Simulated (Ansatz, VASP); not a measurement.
Si2Mo: VASP beside Ansatz

```
Si Mo
1.0
    -1.59465    1.59465    3.91735
     1.59465   -1.59465    3.91735
     1.59465    1.59465   -3.91735
Si Mo
2 1
Direct
  0.33300 0.33300 0.00000
  0.66700 0.66700 0.00000
  0.00000 0.00000 0.00000
```

Change from the starting cell: volume scaled by 0.99, crystal datasets.

Alike in both runs: task electric field gradients; functional PBEsol; k mesh 16 × 16 × 16; occupations fermi-dirac, width 0.08 eV; no spin polarisation.

|  | VASP | Ansatz |
| --- | --- | --- |
| version | VASP 6.6.1 | Ansatz 0.2.0 |
| potentials or method | VASP PAW PBE potentials, release 64 (Si, Mo_sv), cutoff 520 eV | all-electron PAW with datasets made for the crystal, scalar-relativistic |

VASP gave:

```
pressure (GPa)                                                : -0.2
traceless stress, the component that is largest in VASP (GPa) : -0.63
rms of the force components (eV/Å)                            : 0.145
size of Vzz on the site where it differs most (V/Å²)          : 60.0
```

Task: Estimate Ansatz's values.

Result: Pressure (GPa): -0.5; traceless stress, the component that is largest in VASP (GPa): -0.64; rms of the force components (eV/Å): 0.147; size of Vzz on the site where it differs most (V/Å²): 61.1.

VASP's potentials were made for PBE, not for PBEsol. Atom by atom the forces differ by 0.002 eV/Å (rms over components). Ansatz ran all-electron here, and VASP with PAW potentials.
